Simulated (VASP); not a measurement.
Here is a VASP 6.6.1 calculation.

File INCAR:

```
PREC = Accurate ; ENCUT = 520
EDIFF = 1E-6 ; ISMEAR = -1
SIGMA = 0.05 ; LREAL = Auto
LASPH = True ; NELM = 150
ALGO = Normal ; ISIF = 2
LWAVE = False ; LCHARG = False
ISPIN = 2 ; MAGMOM = 0 0 0 0 0 0 0 0 0 0 0 0 0 0 0 0 1
LORBIT = 11 ; GGA = CA
NBANDS = 53
```

KPOINTS

```
Automatic mesh
0
Gamma
  2 2 2
```

The input POSCAR:

```
Si16O
1.0
    0.0000000000      5.4300000000      5.4300000000
    5.4300000000      0.0000000000      5.4300000000
    5.4300000000      5.4300000000      0.0000000000
Si O
16 1
Direct
   -0.0003027914     -0.0105226668      0.0062207431
    0.1252535162      0.1370566614      0.1090995839
   -0.0386444417      0.0509946512      0.4749622845
    0.1328756521      0.0782203507      0.6325926139
   -0.0000836122      0.5064610026     -0.0105994590
    0.1283279130      0.6139509093      0.1268324043
    0.0067457190      0.4497907701      0.5001727834
    0.1195266231      0.5825287322      0.6248827777
    0.4988575855      0.0195044891     -0.0201359095
    0.6254373759      0.1283250476      0.1186100086
    0.5047730361      0.0020692154      0.4935190931
    0.5908463407      0.1780637034      0.6066069740
    0.5025295339      0.5028229089     -0.0114465786
    0.6239345293      0.6440801103      0.1000551231
    0.4772669909      0.5489187777      0.4740872453
    0.6318698114      0.6265205806      0.6137213861
    0.9475903183      0.8169532565      0.5397982263
```

Potentials or basis: VASP PAW LDA potentials, release 64 (Si, O).

Command:

```bash
$ cat potpaw_LDA.64/Si/POTCAR potpaw_LDA.64/O/POTCAR > POTCAR
$ mpirun -np 1 vasp_std > vasp.out
```

Estimate the largest force.

0.084 eV/Å.

Predict the band gap on the k mesh.

0.40 eV.

What does it give for the pressure?

0.8 GPa.

Stress tensor (GPa, compression positive):
```
 1.00 -1.20  1.08
-1.20  0.67 -1.51
 1.08 -1.51  0.71
```

Caveat: the k points lie up to 0.50 Å⁻¹ apart.
